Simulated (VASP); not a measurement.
# In2GaP3 (P3m1) in VASP: notebook

In2GaP3 is run at these levels: r2SCAN; tasks: single point.

Program: VASP 6.6.1. These are calculated values, not measurements. Logs are shortened: lines on timing, memory, paths and dates and some standing lists are left out, and cuts for length are marked.

## 1. The cell of the first run

It takes space group P3m1 (No. 156, trigonal). The conventional cell has a = 4.029 Å, b = 4.029 Å, c = 9.899 Å, α = 90.00°, β = 90.00°, γ = 120.00°. Within 3.1 Å of Ga (site symmetry 3m) lie 4 P at 2.33 to 2.43 Å. In (site symmetry 3m) has 4 P at 2.50 to 2.53 Å within 3.3 Å. In (site symmetry 3m) has 4 P at 2.49 to 2.52 Å within 3.3 Å. P (site symmetry 3m) has 3 Ga at 2.43 Å and 1 In at 2.53 Å within 3.2 Å. Within 3.3 Å of P (site symmetry 3m) lie 4 In at 2.50 to 2.52 Å. Within 3.1 Å of P (site symmetry 3m) lie 1 Ga at 2.33 Å and 3 In at 2.49 Å.

## 2. Single point, r2SCAN (volume changed by -3%)

Contents of POSCAR:

```
In2GaP3
1.0
    4.0294652892      0.0000000000      0.0000000000
   -2.0147326446      3.4896193041      0.0000000000
    0.0000000000      0.0000000000      9.8987270678
Ga In P
1 2 3
Direct
    0.0000000000      0.0000000000      0.0009124437
    0.6666666667      0.3333333333      0.6736664641
    0.3333333333      0.6666666667      0.3274886961
    0.6666666667      0.3333333333      0.9295554591
    0.3333333333      0.6666666667      0.5818573306
    0.0000000000      0.0000000000      0.2365196066
```

Contents of INCAR.step1:

```
SYSTEM = In2GaP3
PREC = Accurate
ENCUT = 520
ISMEAR = 0
SIGMA = 0.01
LREAL = .FALSE.
LASPH = .TRUE.
NELM = 80
NBANDS = 36
GGA = PE
ALGO = Normal
EDIFF = 1E-4
LWAVE = .TRUE.
LCHARG = .FALSE.
```

Contents of INCAR.step2:

```
SYSTEM = In2GaP3
PREC = Accurate
ENCUT = 520
EDIFF = 1E-6
ISMEAR = 0
SIGMA = 0.01
LREAL = .FALSE.
LASPH = .TRUE.
NELM = 80
ALGO = Normal
ISIF = 2
LWAVE = .FALSE.
LCHARG = .FALSE.
METAGGA = R2SCAN
LMIXTAU = .TRUE.
NBANDS = 36
ISTART = 1
```

Contents of KPOINTS:

```
regular mesh
0
G
  6 6 2
  0 0 0
```

Potentials or basis: VASP PAW PBE potentials, release 64 (Ga_d, In_d, P).

Command:

```console
$ cat potpaw_PBE.64/Ga_d/POTCAR potpaw_PBE.64/In_d/POTCAR potpaw_PBE.64/P/POTCAR > POTCAR
$ cp INCAR.step1 INCAR
$ mpirun -np 1 vasp_std > vasp.out
$ cp INCAR.step2 INCAR
$ mpirun -np 1 vasp_std > vasp.out
```

OUTCAR:

```text
SYSTEM = In2GaP3
   PREC = Accurate
   ENCUT = 520
   EDIFF = 1E-6
   ISMEAR = 0
   LREAL = .FALSE.
   LASPH = .TRUE.
   NELM = 80
   ISIF = 2
   METAGGA = R2SCAN
   ISTART = 1

 ion  position               nearest neighbor table
   1  0.000  0.000  0.001-   6 2.33   4 2.43   4 2.43   4 2.43
   2  0.667  0.333  0.674-   5 2.50   5 2.50   5 2.50   4 2.53
   3  0.333  0.667  0.327-   6 2.49   6 2.49   6 2.49   5 2.52
   4  0.667  0.333  0.930-   1 2.43   1 2.43   1 2.43   2 2.53
   5  0.333  0.667  0.582-   2 2.50   2 2.50   2 2.50   3 2.52
   6  0.000  0.000  0.237-   1 2.33   3 2.49   3 2.49   3 2.49

  LATTYP: Found a hexagonal cell.
 ALAT       =     4.0294652892
 C/A-ratio  =     2.4565857645

  Lattice vectors:

 A1 = (   4.0294652892,   0.0000000000,   0.0000000000)
 A2 = (  -2.0147326446,   3.4896193041,   0.0000000000)
 A3 = (   0.0000000000,   0.0000000000,   9.8987270678)

Analysis of symmetry for initial positions (statically):
=====================================================================
 Subroutine PRICEL returns:
 Original cell was already a primitive cell.

 Routine SETGRP: Setting up the symmetry group for a
 hexagonal supercell.

 Subroutine GETGRP returns: Found  6 space group operations
 (whereof  6 operations were pure point group operations)
 out of a pool of 24 trial point group operations.

The static configuration has the point symmetry C_3v.

Analysis of symmetry for dynamics (positions and initial velocities):
=====================================================================
 Subroutine PRICEL returns:
 Original cell was already a primitive cell.

 Routine SETGRP: Setting up the symmetry group for a
 hexagonal supercell.

 Subroutine GETGRP returns: Found  6 space group operations
 (whereof  6 operations were pure point group operations)
 out of a pool of 24 trial point group operations.

The dynamic configuration has the point symmetry C_3v.

 Subroutine INISYM returns: Found  6 space group operations
 (whereof  6 operations are pure point group operations),
 and found     1 'primitive' translations

----------------------------------------------------------------------------------------

                                     Primitive cell

  volume of cell :     139.1890

  direct lattice vectors                    reciprocal lattice vectors
     4.029465289  0.000000000  0.000000000     0.248171886  0.143282105  0.000000000
    -2.014732645  3.489619304  0.000000000     0.000000000  0.286564210  0.000000000
     0.000000000  0.000000000  9.898727068     0.000000000  0.000000000  0.101023090

  length of vectors
     4.029465289  4.029465289  9.898727068     0.286564210  0.286564210  0.101023090

  position of ions in fractional coordinates (direct lattice)
     0.000000000  0.000000000  0.000912444
     0.666666667  0.333333333  0.673666464
     0.333333333  0.666666667  0.327488696
     0.666666667  0.333333333  0.929555459
     0.333333333  0.666666667  0.581857331
     0.000000000  0.000000000  0.236519607

  ion indices of the primitive-cell ions
   primitive index   ion index
                 1           1
                 2           2
                 3           3
                 4           4
                 5           5
                 6           6

----------------------------------------------------------------------------------------

 KPOINTS: regular mesh

Automatic generation of k-mesh.
 Grid dimensions read from file:
 generate k-points for:    6    6    2

 Generating k-lattice:

  Cartesian coordinates                     Fractional coordinates (reciprocal lattice)
     0.041361981  0.023880351  0.000000000     0.166666667  0.000000000  0.000000000
     0.000000000  0.047760702  0.000000000     0.000000000  0.166666667  0.000000000
     0.000000000  0.000000000  0.050511545     0.000000000  0.000000000  0.500000000

  Length of vectors
     0.047760702  0.047760702  0.050511545

  Shift w.r.t. Gamma in fractional coordinates (k-lattice)
     0.000000000  0.000000000  0.000000000

[... 43 lines left out ...]
   NGX = 15   NGY = 15   NGZ = 37

 number of electron      53.9999985 magnetization

 Free energy of the ion-electron system (eV)
  ---------------------------------------------------
  ext. energy  EPLUGINS =         0.00000000
  ---------------------------------------------------
  free energy    TOTEN  =       -85.79705195 eV

  energy without entropy =      -85.79705195  energy(sigma->0) =      -85.79705195

 E-fermi :   5.1885     XC(G=0): -10.1487

 val. band max:        5.1002783260   @ k =   0.0000   0.0000   0.0000
 cond. band min:       6.1906836268   @ k =   0.0000   0.0000   0.0000
 fundamental gap:      1.0904053008
 Fermi energy:         5.1885285277

 k-point     1 :       0.0000    0.0000    0.0000
  band No.  band energies     occupation
      1     -10.1588      2.00000
      2     -10.0782      2.00000
      3     -10.0781      2.00000
      4     -10.0051      2.00000
      5     -10.0050      2.00000
      6      -9.7562      2.00000
[... 28 lines left out ...]
     35      10.1148      0.00000
     36      10.5569      0.00000

 k-point     2 :       0.1667    0.0000    0.0000
  band No.  band energies     occupation
      1     -10.1573      2.00000
      2     -10.0902      2.00000
      3     -10.0710      2.00000
      4     -10.0086      2.00000
      5     -10.0041      2.00000
      6      -9.7766      2.00000
[... 28 lines left out ...]
     35      10.3360      0.00000
     36      10.7096      0.00000

 k-point     3 :       0.3333   -0.0000    0.0000
  band No.  band energies     occupation
      1     -10.1581      2.00000
      2     -10.1114      2.00000
      3     -10.0583      2.00000
      4     -10.0151      2.00000
      5     -10.0005      2.00000
      6      -9.8252      2.00000
[... 28 lines left out ...]
     35      11.2217      0.00000
     36      11.3523      0.00000
[... 352 lines left out ...]
 k-point    13 :       0.3333    0.1667    0.5000
  band No.  band energies     occupation
      1     -10.1540      2.00000
      2     -10.1234      2.00000
      3     -10.0554      2.00000
      4     -10.0149      2.00000
      5     -10.0014      2.00000
      6      -9.8395      2.00000
[... 28 lines left out ...]
     35      11.2031      0.00000
     36      11.7066      0.00000

 k-point    14 :       0.3333    0.3333    0.5000
  band No.  band energies     occupation
      1     -10.1445      2.00000
      2     -10.1347      2.00000
      3     -10.0556      2.00000
      4     -10.0103      2.00000
      5     -10.0065      2.00000
      6      -9.8378      2.00000
[... 28 lines left out ...]
     35      11.4405      0.00000
     36      11.7252      0.00000

------------------------ aborting loop because EDIFF is reached ----------------------------------------

  FORCE on cell =-STRESS in cart. coord.  units (eV):
  Direction    XX          YY          ZZ          XY          YZ          ZX
  --------------------------------------------------------------------------------------
  -------------------------------------------------------------------------------------
  Total        1.9697421      1.9697421      2.0168672      0.0000000      0.0000000     -0.0000000
  in kB       22.6733212     22.6733212     23.2157688      0.0000000      0.0000000     -0.0000000
  external PRESSURE =      22.8541371 kB  Pullay stress =       0.0000000 kB

 VOLUME and BASIS-vectors are now :
 -----------------------------------------------------------------------------
  energy-cutoff  :      520.00
  volume of cell :      139.19
      direct lattice vectors                 reciprocal lattice vectors
     4.029465289  0.000000000  0.000000000     0.248171886  0.143282105  0.000000000
    -2.014732645  3.489619304  0.000000000     0.000000000  0.286564210  0.000000000
     0.000000000  0.000000000  9.898727068     0.000000000  0.000000000  0.101023090

 POSITION                                       TOTAL-FORCE (eV/Angst)
 -----------------------------------------------------------------------------------
      0.00000      0.00000      0.00903        -0.000000     -0.000000     -0.063426
      2.01473      1.16321      6.66844         0.000000     -0.000000      0.034926
     -0.00000      2.32641      3.24172         0.000000     -0.000000      0.027015
      2.01473      1.16321      9.20142         0.000000      0.000000      0.033212
     -0.00000      2.32641      5.75965         0.000000      0.000000     -0.024829
      0.00000      0.00000      2.34124         0.000000      0.000000     -0.006897
 -----------------------------------------------------------------------------------
    total drift:                               -0.000004      0.000003     -0.010869

  FREE ENERGIE OF THE ION-ELECTRON SYSTEM (eV)
  ---------------------------------------------------
  free  energy   TOTEN  =       -85.7970519500 eV

  energy  without entropy=      -85.7970519500  energy(sigma->0) =      -85.79705195
```

Run time: 9 min. Hardware: 1 thread of Intel Xeon 8259CL, shared host; peak memory 0.32 GiB.

What came out:

```yaml
Free_energy: -85.7971 eV
Pressure: 2.3 GPa
Largest_force: 0.063 eV/Å
Band_gap_on_the_k_mesh: 1.09 eV, direct
```

Forces on the atoms (eV/Å):
```
Ga   0.000  0.000 -0.063
In   0.000  0.000  0.035
In   0.000  0.000  0.027
P    0.000  0.000  0.033
P    0.000  0.000 -0.025
P    0.000  0.000 -0.007
```

Caveat: the cell differs from its parent crystal (volume changed by -3%); the PAW data sets were made with another functional, which shifts forces and pressure a little; spin-orbit coupling is left out, which moves the levels of the heavy elements. A k mesh can miss the band edges.

## 3. Single point, r2SCAN

This run uses another cell than the first one, of 23.92 Å³/atom, 1.031 times its volume.

Changes to POSCAR since step 2:

```diff
@@ -2,5 +2,5 @@
 1.0
-    4.0294652892      0.0000000000      0.0000000000
-   -2.0147326446      3.4896193041      0.0000000000
-    0.0000000000      0.0000000000      9.8987270678
+    4.0705851220      0.0000000000      0.0000000000
+   -2.0352925610      3.5252301239      0.0000000000
+    0.0000000000      0.0000000000      9.9997414636
 Ga In P
```

Contents of INCAR.step1:

```
SYSTEM = In2GaP3
PREC = Accurate ; ENCUT = 520
ISMEAR = 0 ; SIGMA = 0.01
LREAL = .False. ; LASPH = .True.
NELM = 60 ; NBANDS = 36
GGA = PE ; ALGO = Normal
EDIFF = 1E-4 ; LWAVE = .True.
LCHARG = .False.
```

Contents of INCAR.step2:

```
SYSTEM = In2GaP3
PREC = Accurate ; ENCUT = 520
EDIFF = 1E-7 ; ISMEAR = 0
SIGMA = 0.01 ; LREAL = .False.
LASPH = .True. ; NELM = 60
ALGO = Normal ; ISIF = 2
LWAVE = .False. ; LCHARG = .False.
METAGGA = R2SCAN ; LMIXTAU = .True.
NBANDS = 36 ; ISTART = 1
```

Contents of KPOINTS:

```
regular mesh
0
Gamma
  6 6 2
  0 0 0
```

Potentials or basis: VASP PAW PBE potentials, release 64 (Ga_d, In_d, P).

Command:

```console
$ cat potpaw_PBE.64/Ga_d/POTCAR potpaw_PBE.64/In_d/POTCAR potpaw_PBE.64/P/POTCAR > POTCAR
$ cp INCAR.step1 INCAR
$ mpirun -np 1 vasp_std > vasp.out
$ cp INCAR.step2 INCAR
$ mpirun -np 1 vasp_std > vasp.out
```

Run time: 12 min. Hardware: 1 thread of Intel Xeon 8259CL, shared host; peak memory 0.32 GiB.

Results (log left out):

```yaml
Free_energy: -85.8263 eV
Pressure: -0.1 GPa
Largest_force: 0.008 eV/Å
Band_gap_on_the_k_mesh: 0.94 eV, direct
```

Forces in eV/Å, atoms in the order of the input:
```
Ga   0.000  0.000 -0.002
In   0.000  0.000  0.002
In   0.000  0.000 -0.004
P    0.000  0.000 -0.008
P    0.000  0.000  0.006
P    0.000  0.000  0.007
```

Levels at points of the mesh, in eV from the valence-band top:
```
           k point  band 24  band 25  band 26  band 27  band 28  band 29  band 30  band 31
(0.00, 0.00, 0.00)    -0.68    -0.16     0.00     0.00     0.94     1.80     2.43     4.15
(0.50, 0.00, 0.00)    -2.45    -2.32    -1.60    -1.40     1.84     2.16     2.86     3.09
(0.00, 0.00, 0.50)    -0.43    -0.43    -0.23    -0.23     1.25     2.38     2.58     4.36
(0.50, 0.00, 0.50)    -2.49    -2.04    -1.14    -1.04     1.63     2.21     2.70     3.66
```

Caveat: the PAW data sets were made with another functional, which shifts forces and pressure a little; spin-orbit coupling is left out, which moves the levels of the heavy elements. A k mesh can miss the band edges.

## 4. Single point, r2SCAN (volume changed by +3%)

Changes to POSCAR since step 3:

```diff
@@ -2,5 +2,5 @@
 1.0
-    4.0705851220      0.0000000000      0.0000000000
-   -2.0352925610      3.5252301239      0.0000000000
-    0.0000000000      0.0000000000      9.9997414636
+    4.1108905663      0.0000000000      0.0000000000
+   -2.0554452832      3.5601356626      0.0000000000
+    0.0000000000      0.0000000000     10.0987552442
 Ga In P
```

Contents of INCAR.step1:

```
PREC = Accurate
ENCUT = 520
ISMEAR = 0
SIGMA = 0.01
LREAL = F
LASPH = T
NELM = 80
NBANDS = 36
GGA = PE
ALGO = Normal
EDIFF = 1E-4
LWAVE = T
LCHARG = F
```

Contents of INCAR.step2:

```
PREC = Accurate
ENCUT = 520
EDIFF = 1E-7
ISMEAR = 0
SIGMA = 0.01
LREAL = F
LASPH = T
NELM = 80
ALGO = Normal
ISIF = 2
LWAVE = F
LCHARG = F
METAGGA = R2SCAN
LMIXTAU = T
NBANDS = 36
ISTART = 1
```

Contents of KPOINTS:

```
regular mesh
0
Gamma
  6 6 2
```

Command:

```console
$ cat potpaw_PBE.64/Ga_d/POTCAR potpaw_PBE.64/In_d/POTCAR potpaw_PBE.64/P/POTCAR > POTCAR
$ cp INCAR.step1 INCAR
$ mpirun -np 1 vasp_std > vasp.out
$ cp INCAR.step2 INCAR
$ mpirun -np 1 vasp_std > vasp.out
```

Run time: 12 min. Hardware: 1 thread of Intel Xeon 8259CL, shared host; peak memory 0.34 GiB.

Results (log left out):

- Free energy: -85.7962 eV
- Pressure: -2.1 GPa
- Largest force: 0.058 eV/Å
- Band gap on the k mesh: 0.78 eV, direct

Forces on the atoms (eV/Å):
```
Ga   0.000  0.000  0.058
In   0.000  0.000 -0.029
In   0.000  0.000 -0.033
P    0.000  0.000 -0.046
P    0.000  0.000  0.032
P    0.000  0.000  0.018
```

Stress tensor (GPa, compression positive):
```
-2.11  0.00  0.00
 0.00 -2.11  0.00
 0.00  0.00 -2.22
```

Levels at points of the mesh, in eV from the valence-band top:
```
           k point  band 23  band 24  band 25  band 26  band 27  band 28  band 29  band 30  band 31  band 32
(0.00, 0.00, 0.00)    -0.65    -0.65    -0.16     0.00     0.00     0.78     1.69     2.34     4.16     4.16
(0.50, 0.00, 0.00)    -2.51    -2.36    -2.23    -1.53    -1.34     1.88     2.16     2.82     3.01     4.61
(0.00, 0.00, 0.50)    -1.20    -0.41    -0.41    -0.21    -0.21     1.15     2.27     2.45     4.36     4.36
(0.50, 0.00, 0.50)    -2.94    -2.39    -1.96    -1.10    -1.00     1.58     2.21     2.72     3.62     3.66
```

Caveat: the cell differs from its parent crystal (volume changed by +3%); the PAW data sets were made with another functional, which shifts forces and pressure a little; spin-orbit coupling is left out, which moves the levels of the heavy elements.

## 5. Single point, r2SCAN (volume changed by +6%)

Changes to POSCAR since step 4:

```diff
@@ -2,5 +2,5 @@
 1.0
-    4.1108905663      0.0000000000      0.0000000000
-   -2.0554452832      3.5601356626      0.0000000000
-    0.0000000000      0.0000000000     10.0987552442
+    4.1504207852      0.0000000000      0.0000000000
+   -2.0752103926      3.5943698363      0.0000000000
+    0.0000000000      0.0000000000     10.1958646172
 Ga In P
```

Contents of INCAR.step1:

```
SYSTEM = In2GaP3
PREC = Accurate ; ENCUT = 520
ISMEAR = 0 ; SIGMA = 0.01
LREAL = .FALSE. ; LASPH = .TRUE.
NELM = 100 ; NBANDS = 36
GGA = PE ; ALGO = Normal
EDIFF = 1E-4 ; LWAVE = .TRUE.
LCHARG = .FALSE.
```

Contents of INCAR.step2:

```
SYSTEM = In2GaP3
PREC = Accurate ; ENCUT = 520
EDIFF = 1E-6 ; ISMEAR = 0
SIGMA = 0.01 ; LREAL = .FALSE.
LASPH = .TRUE. ; NELM = 100
ALGO = Normal ; ISIF = 2
LWAVE = .FALSE. ; LCHARG = .FALSE.
METAGGA = R2SCAN ; LMIXTAU = .TRUE.
NBANDS = 36 ; ISTART = 1
```

Contents of KPOINTS:

```
Automatic mesh
0
G
  6 6 2
  0 0 0
```

Command:

```console
$ cat potpaw_PBE.64/Ga_d/POTCAR potpaw_PBE.64/In_d/POTCAR potpaw_PBE.64/P/POTCAR > POTCAR
$ cp INCAR.step1 INCAR
$ mpirun -np 1 vasp_std > vasp.out
$ cp INCAR.step2 INCAR
$ mpirun -np 1 vasp_std > vasp.out
```

Wall time 7.4 min (1 thread of Intel Xeon 8259CL, shared host); peak memory 0.34 GiB.

The run converged. Its results:

- Free energy: -85.7160 eV
- Pressure: -3.8 GPa
- Largest force: 0.110 eV/Å
- Band gap on the k mesh: 0.62 eV, direct

Forces on the atoms (eV/Å):
```
Ga   0.000  0.000  0.110
In   0.000  0.000 -0.057
In   0.000  0.000 -0.058
P    0.000  0.000 -0.078
P    0.000  0.000  0.056
P    0.000  0.000  0.027
```

Stress tensor (GPa, compression positive):
```
-3.78  0.00  0.00
 0.00 -3.78  0.00
 0.00  0.00 -3.95
```

Levels at points of the mesh, in eV from the valence-band top:
| k point | band 23 | band 24 | band 25 | band 26 | band 27 | band 28 | band 29 | band 30 | band 31 | band 32 |
| --- | --- | --- | --- | --- | --- | --- | --- | --- | --- | --- |
| (0.00, 0.00, 0.00) | -0.63 | -0.63 | -0.16 | 0.00 | 0.00 | 0.62 | 1.58 | 2.25 | 4.16 | 4.16 |
| (0.50, 0.00, 0.00) | -2.42 | -2.28 | -2.16 | -1.47 | -1.28 | 1.91 | 2.16 | 2.76 | 2.93 | 4.59 |
| (0.00, 0.00, 0.50) | -1.15 | -0.39 | -0.39 | -0.20 | -0.20 | 1.06 | 2.16 | 2.32 | 4.35 | 4.36 |
| (0.50, 0.00, 0.50) | -2.82 | -2.30 | -1.88 | -1.05 | -0.96 | 1.51 | 2.21 | 2.73 | 3.58 | 3.64 |

Caveat: the cell differs from its parent crystal (volume changed by +6%); the PAW data sets were made with another functional, which shifts forces and pressure a little; spin-orbit coupling is left out, which moves the levels of the heavy elements. A k mesh can miss the band edges.

## 6. Overview

| cell | gap on the mesh (eV) | pressure (GPa) | largest force (eV/Å) |
| --- | --- | --- | --- |
| a = 4.029, b = 4.029, c = 9.899 Å, angles 90.0, 90.0, 120.0°, 6 atoms | 1.09 | 2.3 | 0.06 |
| a = 4.071, b = 4.071, c = 10.000 Å, angles 90.0, 90.0, 120.0°, 6 atoms | 0.94 | -0.1 | 0.01 |
| a = 4.111, b = 4.111, c = 10.099 Å, angles 90.0, 90.0, 120.0°, 6 atoms | 0.78 | -2.1 | 0.06 |
| a = 4.150, b = 4.150, c = 10.196 Å, angles 90.0, 90.0, 120.0°, 6 atoms | 0.62 | -3.8 | 0.11 |

Alike in all rows: task single point; level r2SCAN; potentials or basis VASP PAW PBE potentials, release 64 (Ga_d, In_d, P); no spin polarisation; k mesh 6 × 6 × 2; cutoff (eV) 520; smearing gaussian 0.01 eV.

Caveats: the PAW data sets were made with another functional, which shifts forces and pressure a little; spin-orbit coupling is left out, which moves the levels of the heavy elements.

Total energies depend on the potentials used, so only differences within one code and one set of settings carry meaning.
